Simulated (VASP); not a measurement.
# Mn (Fm-3m) in VASP: further runs

Mn is run at these levels: PBE, r2SCAN; tasks: single point.

Everything below comes from runs of VASP 6.6.1. Logs are shortened: lines on timing, memory, paths and dates and some standing lists are left out, and cuts for length are marked.

## (1) The cell of the first run

Symmetry: Fm-3m, No. 225, cubic system. The conventional cell has a = 3.503 Å, b = 3.503 Å, c = 3.503 Å, α = 90.00°, β = 90.00°, γ = 90.00°. Within 3.3 Å of Mn (site symmetry m-3m) lie 12 Mn at 2.48 Å.

This isn't the form of Mn at room conditions, which is a 58-atom cubic cell.

## (2) Single point, PBE, collinear spin (10.75 Å³/atom)

INCAR reads:

```
SYSTEM = Mn
PREC = Accurate
ENCUT = 520
EDIFF = 1E-6
ISMEAR = 0
SIGMA = 0.05
LREAL = .False.
LASPH = .True.
NELM = 150
ALGO = Fast
ISIF = 2
LWAVE = .False.
LCHARG = .False.
ISPIN = 2
MAGMOM = 0.12
LORBIT = 11
LMAXMIX = 4
GGA = PE
NBANDS = 16
```

KPOINTS reads:

```
regular mesh
0
Gamma
  10 10 10
  0 0 0
```

POSCAR reads:

```
Mn
1.0
    0.0000000000      1.7516140687      1.7516140687
    1.7516140687      0.0000000000      1.7516140687
    1.7516140687      1.7516140687      0.0000000000
Mn
1
Direct
    0.0000000000      0.0000000000      0.0000000000
```

Potentials or basis: VASP PAW PBE potentials, release 64 (Mn_pv).

Started as:

```
$ cat potpaw_PBE.64/Mn_pv/POTCAR > POTCAR
$ mpirun -np 1 vasp_std > vasp.out
```

OUTCAR:

```text
SYSTEM = Mn
   PREC = Accurate
   ENCUT = 520
   EDIFF = 1E-6
   ISMEAR = 0
   LREAL = .False.
   LASPH = .True.
   NELM = 150
   ISIF = 2
   ISPIN = 2
   LORBIT = 11
   GGA = PE

 ion  position               nearest neighbor table
   1  0.000  0.000  0.000-

  LATTYP: Found a face centered cubic cell.
 ALAT       =     3.5032281374

  Lattice vectors:

 A1 = (   0.0000000000,   1.7516140687,   1.7516140687)
 A2 = (   1.7516140687,   0.0000000000,   1.7516140687)
 A3 = (   1.7516140687,   1.7516140687,   0.0000000000)

Analysis of symmetry for initial positions (statically):
=====================================================================
 Subroutine PRICEL returns:
 Original cell was already a primitive cell.

 Routine SETGRP: Setting up the symmetry group for a
 face centered cubic supercell.

 Subroutine GETGRP returns: Found 48 space group operations
 (whereof 48 operations were pure point group operations)
 out of a pool of 48 trial point group operations.

The static configuration has the point symmetry O_h .

Analysis of symmetry for dynamics (positions and initial velocities):
=====================================================================
 Subroutine PRICEL returns:
 Original cell was already a primitive cell.

 Routine SETGRP: Setting up the symmetry group for a
 face centered cubic supercell.

 Subroutine GETGRP returns: Found 48 space group operations
 (whereof 48 operations were pure point group operations)
 out of a pool of 48 trial point group operations.

The dynamic configuration has the point symmetry O_h .

Analysis of structural, dynamic, and magnetic symmetry:
=====================================================================
 Subroutine PRICEL returns:
 Original cell was already a primitive cell.

 Routine SETGRP: Setting up the symmetry group for a
 face centered cubic supercell.

 Subroutine GETGRP returns: Found 48 space group operations
 (whereof 48 operations were pure point group operations)
 out of a pool of 48 trial point group operations.

The overall configuration has the point symmetry O_h .

 Subroutine INISYM returns: Found 48 space group operations
 (whereof 48 operations are pure point group operations),
 and found     1 'primitive' translations

----------------------------------------------------------------------------------------

                                     Primitive cell

  volume of cell :      10.7484

  direct lattice vectors                    reciprocal lattice vectors
     0.000000000  1.751614069  1.751614069    -0.285451007  0.285451007  0.285451007
     1.751614069  0.000000000  1.751614069     0.285451007 -0.285451007  0.285451007
     1.751614069  1.751614069  0.000000000     0.285451007  0.285451007 -0.285451007

  length of vectors
     2.477156372  2.477156372  2.477156372     0.494415647  0.494415647  0.494415647

  position of ions in fractional coordinates (direct lattice)
     0.000000000  0.000000000  0.000000000

  ion indices of the primitive-cell ions
   primitive index   ion index
                 1           1

----------------------------------------------------------------------------------------

 KPOINTS: regular mesh

Automatic generation of k-mesh.
 Grid dimensions read from file:
 generate k-points for:   10   10   10

 Generating k-lattice:

  Cartesian coordinates                     Fractional coordinates (reciprocal lattice)
    -0.028545101  0.028545101  0.028545101     0.100000000  0.000000000  0.000000000
     0.028545101 -0.028545101  0.028545101     0.000000000  0.100000000  0.000000000
     0.028545101  0.028545101 -0.028545101     0.000000000  0.000000000  0.100000000

  Length of vectors
     0.049441565  0.049441565  0.049441565

  Shift w.r.t. Gamma in fractional coordinates (k-lattice)
     0.000000000  0.000000000  0.000000000

 Subroutine IBZKPT returns following result:
 ===========================================

 Found     47 irreducible k-points:

 Following reciprocal coordinates:
            Coordinates               Weight
  0.000000  0.000000  0.000000      1.000000
  0.100000  0.000000  0.000000      8.000000
  0.200000  0.000000  0.000000      8.000000
  0.300000  0.000000  0.000000      8.000000
  0.400000  0.000000  0.000000      8.000000
  0.500000  0.000000  0.000000      4.000000
[... 16 lines left out ...]
  0.300000  0.300000  0.000000      6.000000
  0.400000  0.300000  0.000000     24.000000
 [... further k-points ...]
   k-points           NKPTS =     47   k-points in BZ     NKDIM =     47   number of bands    NBANDS=     16
   number of dos      NEDOS =    301   number of ions     NIONS =      1
   total plane-waves  NPLWV =   5832
   dimension x,y,z NGX =    18 NGY =   18 NGZ =   18
   dimension x,y,z NGXF=    36 NGYF=   36 NGZF=   36
   ions per type =               1
   NGX,Y,Z   is equivalent  to a cutoff of  12.08, 12.08, 12.08 a.u.
   NGXF,Y,Z  is equivalent  to a cutoff of  24.16, 24.16, 24.16 a.u.
 SYSTEM =  Mn
   PREC   = accura    normal or accurate (medium, high low for compatibility)
   ISTART =      0    job   : 0-new  1-cont  2-samecut
   ICHARG =      2    charge: 1-file 2-atom 10-const
   ISPIN  =      2    spin polarized calculation?
   LNONCOLLINEAR =      F non collinear calculations
   LSORBIT =      F    spin-orbit coupling
   LASPH  =      T    aspherical Exc in radial PAW
   ENCUT  =  520.0 eV  38.22 Ry    6.18 a.u.   4.61  4.61  4.61*2*pi/ulx,y,z
   NELM   =    150;   NELMIN=  2; NELMDL= -5     # of ELM steps
   EDIFF  = 0.1E-05   stopping-criterion for ELM
   LREAL  =      F    real-space projection
   EDIFFG = 0.1E-04   stopping-criterion for IOM
   NSW    =      0    number of steps for IOM
   IBRION =     -1    ionic relax: 0-MD 1-quasi-New 2-CG
   NFREE  =      0    steps in history (QN), initial steepest desc. (CG)
   ISIF   =      2    stress and relaxation
   ISYM   =      2    0-nonsym 1-usesym 2-fastsym
   POTIM  = 0.5000    time-step for ionic-motion
   TEBEG  =    0.0;   TEEND  =   0.0 temperature during run
   PSTRESS=    0.0 pullay stress
   NELECT =      13.0000    total number of electrons
   NUPDOWN=      -1.0000    fix difference up-down
   EMIN   =  10.00;   EMAX   =-10.00  energy-range for DOS
   EFERMI =   0.00;   METHOD = LEGACY
   ISMEAR =     0;   SIGMA  =   0.05  broadening in eV -4-tet -1-fermi 0-gaus
   EFERMI_NEDOS =   21; number of points for ismear=-14 and -15
   IALGO  =     68    algorithm
   IMIX   =      4    mixing-type and parameters
     AMIX     =   0.40;   BMIX     =  1.00
     AMIX_MAG =   1.60;   BMIX_MAG =  1.00
  volume/ion in A,a.u.               =      10.75        72.53
  Fermi-wavevector in a.u.,A,eV,Ry     =   1.744245  3.296145 41.394245  3.042391
  Thomas-Fermi vector in A             =   2.816162
   LORBIT       =     11    0 simple, 1 ext, 2 COOP (PROOUT), +10 PAW based schemes
   GGA     = PE    functional components
   LHFCALC =     F    Hartree Fock is set to
   AEXX    =    0.0000 exact exchange contribution
   IVDW    =     0    specifies the selected vdW correction
   LEPSILON=     F    determine dielectric tensor
   LRPA    =     F    only Hartree local field effects (RPA)
 spin polarized calculation
 RMM-DIIS sequential band-by-band and
 Gauss-broadening in eV      SIGMA  =   0.05
  energy-cutoff  :      520.00
  volume of cell :       10.75
 maximum number of plane-waves:       302
   NGX =  9   NGY =  9   NGZ =  9

 number of electron      12.9999999 magnetization       0.1112148

 Free energy of the ion-electron system (eV)
  ---------------------------------------------------
  ext. energy  EPLUGINS =         0.00000000
  ---------------------------------------------------
  free energy    TOTEN  =        -8.91935014 eV

  energy without entropy =       -8.91729814  energy(sigma->0) =       -8.91832414

 E-fermi :  10.4581     XC(G=0): -14.0228

 val. band max:       10.4474190368   @ k =   0.3000   0.2000   0.1000
 cond. band min:      10.4829271005   @ k =   0.3000   0.2000   0.0000
 fundamental gap:      0.0355080637
 Fermi energy:        10.4581249068

 spin component 1

 k-point     1 :       0.0000    0.0000    0.0000
  band No.  band energies     occupation
      1     -37.2415      1.00000
      2     -37.2415      1.00000
      3     -37.2415      1.00000
      4       2.1778      1.00000
      5       9.3010      1.00000
      6       9.3010      1.00000
[... 8 lines left out ...]
     15      43.0754      0.00000
     16      43.0754      0.00000

 k-point     2 :       0.1000    0.0000    0.0000
  band No.  band energies     occupation
      1     -37.3158      1.00000
      2     -37.2510      1.00000
      3     -37.2510      1.00000
      4       2.5964      1.00000
      5       9.1310      1.00000
      6       9.4240      1.00000
[... 8 lines left out ...]
     15      43.1636      0.00000
     16      43.1636      0.00000

 k-point     3 :       0.2000    0.0000    0.0000
  band No.  band energies     occupation
      1     -37.5079      1.00000
      2     -37.2759      1.00000
      3     -37.2759      1.00000
      4       3.7393      1.00000
      5       8.7954      1.00000
      6       9.5967      1.00000
[... 8 lines left out ...]
     15      42.6239      0.00000
     16      42.6239      0.00000
[... 362 lines left out ...]
 k-point    23 :       0.3000    0.3000    0.0000
  band No.  band energies     occupation
      1     -37.7160      1.00000
      2     -37.4176      1.00000
      3     -37.4176      1.00000
      4       5.6603      1.00000
      5       7.3951      1.00000
      6      10.1832      1.00000
[... 8 lines left out ...]
     15      42.4360      0.00000
     16      49.7522      0.00000

 k-point    24 :       0.4000    0.3000    0.0000
  band No.  band energies     occupation
      1     -37.8147      1.00000
      2     -37.4715      1.00000
      3     -37.4476      1.00000
      4       6.0795      1.00000
      5       7.1512      1.00000
      6      10.1726      1.00000
[... 8 lines left out ...]
     15      42.4641      0.00000
     16      49.6039      0.00000

 [... further k-points ...]

 spin component 2

 k-point     1 :       0.0000    0.0000    0.0000
  band No.  band energies     occupation
      1     -37.1189      1.00000
      2     -37.1189      1.00000
      3     -37.1189      1.00000
      4       2.2006      1.00000
      5       9.3691      1.00000
      6       9.3691      1.00000
[... 8 lines left out ...]
     15      43.1046      0.00000
     16      43.1046      0.00000

 k-point     2 :       0.1000    0.0000    0.0000
  band No.  band energies     occupation
      1     -37.1935      1.00000
      2     -37.1285      1.00000
      3     -37.1285      1.00000
      4       2.6194      1.00000
      5       9.1974      1.00000
      6       9.4931      1.00000
[... 8 lines left out ...]
     15      43.1918      0.00000
     16      43.1918      0.00000

 k-point     3 :       0.2000    0.0000    0.0000
  band No.  band energies     occupation
      1     -37.3865      1.00000
      2     -37.1534      1.00000
      3     -37.1534      1.00000
      4       3.7633      1.00000
      5       8.8570      1.00000
      6       9.6798      1.00000
[... 8 lines left out ...]
     15      42.6538      0.00000
     16      42.6538      0.00000
[... 362 lines left out ...]
 k-point    23 :       0.3000    0.3000    0.0000
  band No.  band energies     occupation
      1     -37.5955      1.00000
      2     -37.2957      1.00000
      3     -37.2957      1.00000
      4       5.7198      1.00000
      5       7.4520      1.00000
      6      10.2930      1.00000
[... 8 lines left out ...]
     15      42.5957      0.00000
     16      49.7752      0.00000

 k-point    24 :       0.4000    0.3000    0.0000
  band No.  band energies     occupation
      1     -37.6946      1.00000
      2     -37.3498      1.00000
      3     -37.3258      1.00000
      4       6.1644      1.00000
      5       7.2069      1.00000
      6      10.2463      1.00000
[... 8 lines left out ...]
     15      42.6220      0.00000
     16      49.6334      0.00000

 [... further k-points ...]

------------------------ aborting loop because EDIFF is reached ----------------------------------------

  FORCE on cell =-STRESS in cart. coord.  units (eV):
  Direction    XX          YY          ZZ          XY          YZ          ZX
  --------------------------------------------------------------------------------------
  -------------------------------------------------------------------------------------
  Total       -0.0027674     -0.0027674     -0.0027674     -0.0000000     -0.0000000      0.0000000
  in kB       -0.4125103     -0.4125103     -0.4125103     -0.0000000     -0.0000000      0.0000000
  external PRESSURE =      -0.4125103 kB  Pullay stress =       0.0000000 kB

 VOLUME and BASIS-vectors are now :
 -----------------------------------------------------------------------------
  energy-cutoff  :      520.00
  volume of cell :       10.75
      direct lattice vectors                 reciprocal lattice vectors
     0.000000000  1.751614069  1.751614069    -0.285451007  0.285451007  0.285451007
     1.751614069  0.000000000  1.751614069     0.285451007 -0.285451007  0.285451007
     1.751614069  1.751614069  0.000000000     0.285451007  0.285451007 -0.285451007

 POSITION                                       TOTAL-FORCE (eV/Angst)
 -----------------------------------------------------------------------------------
      0.00000      0.00000      0.00000         0.000000      0.000000      0.000000
 -----------------------------------------------------------------------------------
    total drift:                                0.000000     -0.000000     -0.000000

  FREE ENERGIE OF THE ION-ELECTRON SYSTEM (eV)
  ---------------------------------------------------
  free  energy   TOTEN  =        -8.9193501426 eV

  energy  without entropy=       -8.9172981413  energy(sigma->0) =       -8.91832414

 total charge

# of ion       s       p       d       tot
------------------------------------------
    1        0.428   6.409   5.142  11.979

 magnetization (x)

# of ion       s       p       d       tot
------------------------------------------
    1       -0.000  -0.001   0.111   0.110
```

Wall time 11 s (1 thread of Intel Xeon 6975P-C (Granite Rapids), shared host); peak memory 0.13 GiB.

Results:

| Property | Result |
| --- | --- |
| Free energy | -8.9194 eV |
| Pressure | 0.0 GPa |
| Net moment | 0.11 μB per cell |
| Site moments | Mn +0.11 μB |
| Valence electrons inside the program's atomic spheres | Mn 11.98 |

## (3) Single point, PBE, collinear spin (10.98 Å³/atom)

This run uses another cell than the first one, of 10.98 Å³/atom.

INCAR reads:

```
PREC = Accurate
ENCUT = 520
EDIFF = 1E-6
ISMEAR = 0
SIGMA = 0.05
LREAL = False
LASPH = True
NELM = 150
ALGO = Fast
ISIF = 2
LWAVE = False
LCHARG = True
ISPIN = 2
MAGMOM = 0.15
LORBIT = 11
LMAXMIX = 4
GGA = PE
LELF = True
LVHAR = True
NBANDS = 16
```

KPOINTS reads:

```
Automatic mesh
0
Gamma
  10 10 10
```

POSCAR reads:

```
Mn
1.0
    0.0000000000      1.7640922479      1.7640922479
    1.7640922479      0.0000000000      1.7640922479
    1.7640922479      1.7640922479      0.0000000000
Mn
1
Direct
    0.0000000000      0.0000000000      0.0000000000
```

Potentials or basis: VASP PAW PBE potentials, release 64 (Mn_pv).

Started as:

```
$ cat potpaw_PBE.64/Mn_pv/POTCAR > POTCAR
$ mpirun -np 1 vasp_std > vasp.out
```

OUTCAR:

```text
PREC = Accurate
   ENCUT = 520
   EDIFF = 1E-6
   ISMEAR = 0
   LREAL = False
   LASPH = True
   NELM = 150
   ISIF = 2
   ISPIN = 2
   LORBIT = 11
   GGA = PE

 ion  position               nearest neighbor table
   1  0.000  0.000  0.000-

  LATTYP: Found a face centered cubic cell.
 ALAT       =     3.5281844958

  Lattice vectors:

 A1 = (   0.0000000000,   1.7640922479,   1.7640922479)
[... 1121 lines left out ...]
  --------------------------------------------------------------------------------------
  -------------------------------------------------------------------------------------
  Total       -0.3916691     -0.3916691     -0.3916691      0.0000000      0.0000000      0.0000000
  in kB      -57.1526090    -57.1526090    -57.1526090      0.0000000      0.0000000      0.0000000
  external PRESSURE =     -57.1526090 kB  Pullay stress =       0.0000000 kB

 VOLUME and BASIS-vectors are now :
 -----------------------------------------------------------------------------
  energy-cutoff  :      520.00
  volume of cell :       10.98
      direct lattice vectors                 reciprocal lattice vectors
     0.000000000  1.764092248  1.764092248    -0.283431890  0.283431890  0.283431890
     1.764092248  0.000000000  1.764092248     0.283431890 -0.283431890  0.283431890
     1.764092248  1.764092248  0.000000000     0.283431890  0.283431890 -0.283431890

 POSITION                                       TOTAL-FORCE (eV/Angst)
 -----------------------------------------------------------------------------------
      0.00000      0.00000      0.00000         0.000000      0.000000      0.000000
 -----------------------------------------------------------------------------------
    total drift:                                0.000000     -0.000000     -0.000000

  FREE ENERGIE OF THE ION-ELECTRON SYSTEM (eV)
  ---------------------------------------------------
  free  energy   TOTEN  =        -8.9152515436 eV

  energy  without entropy=       -8.9131422460  energy(sigma->0) =       -8.91419689

 total charge

# of ion       s       p       d       tot
------------------------------------------
    1        0.420   6.394   5.123  11.937

 magnetization (x)

# of ion       s       p       d       tot
------------------------------------------
    1       -0.000  -0.001   0.114   0.112
```

OSZICAR:

```text
N       E                     dE             d eps       ncg     rms          rms(c)
DAV:   1     0.802926170786E+02    0.80293E+02   -0.68165E+03  3096   0.103E+03
DAV:   2    -0.888223191066E+01   -0.89175E+02   -0.84735E+02  3256   0.269E+02
DAV:   3    -0.106198819397E+02   -0.17377E+01   -0.17342E+01  3624   0.402E+01
DAV:   4    -0.106255471034E+02   -0.56652E-02   -0.56649E-02  3704   0.225E+00
DAV:   5    -0.106255830198E+02   -0.35916E-04   -0.35917E-04  3544   0.162E-01    0.129E+01
RMM:   6    -0.898042101583E+01    0.16452E+01   -0.21849E+00  3896   0.151E+01    0.208E+00
RMM:   7    -0.892744993406E+01    0.52971E-01   -0.36237E-02  4086   0.207E+00    0.887E-01
RMM:   8    -0.891586346822E+01    0.11586E-01   -0.47392E-03  3828   0.773E-01    0.341E-01
RMM:   9    -0.891524305722E+01    0.62041E-03   -0.85558E-04  3994   0.328E-01    0.151E-01
RMM:  10    -0.891525736445E+01   -0.14307E-04   -0.12040E-04  3857   0.117E-01    0.295E-02
RMM:  11    -0.891525493994E+01    0.24245E-05   -0.10767E-05  3694   0.307E-02    0.754E-03
RMM:  12    -0.891525310744E+01    0.18325E-05   -0.18773E-06  2841   0.128E-02    0.338E-03
RMM:  13    -0.891525181856E+01    0.12889E-05   -0.15760E-07  2539   0.389E-03    0.113E-03
RMM:  14    -0.891525154355E+01    0.27501E-06   -0.21725E-08  1783   0.143E-03
   1 F= -.89152515E+01 E0= -.89141969E+01  d E =-.210930E-02  mag=     0.1139
```

stdout:

```text
POSCAR found type information on POSCAR Mn
 POSCAR found :  1 types and       1 ions
 scaLAPACK will be used
 LDA part: xc-table for (Slater+PW92), standard interpolation
 POSCAR, INCAR and KPOINTS ok, starting setup
 FFT: planning ... GRIDC
 FFT: planning ... GRID_SOFT
 FFT: planning ... GRID
 WAVECAR not read
 entering main loop
WARNING in EDDRMM: call to ZHEGV failed, returncode =   6  3     16
```

Run time: 16 s. Hardware: 1 thread of Intel Xeon 6975P-C (Granite Rapids), shared host; peak memory 0.13 GiB.

Results:

* Free energy: -8.9153 eV
* Pressure: -5.7 GPa
* Net moment: 0.11 μB per cell
* Site moments: Mn +0.11 μB
* Valence electrons inside the program's atomic spheres: Mn 11.94

Caveat: the cell stands under tension.

(Continued in part 2 of 2.)
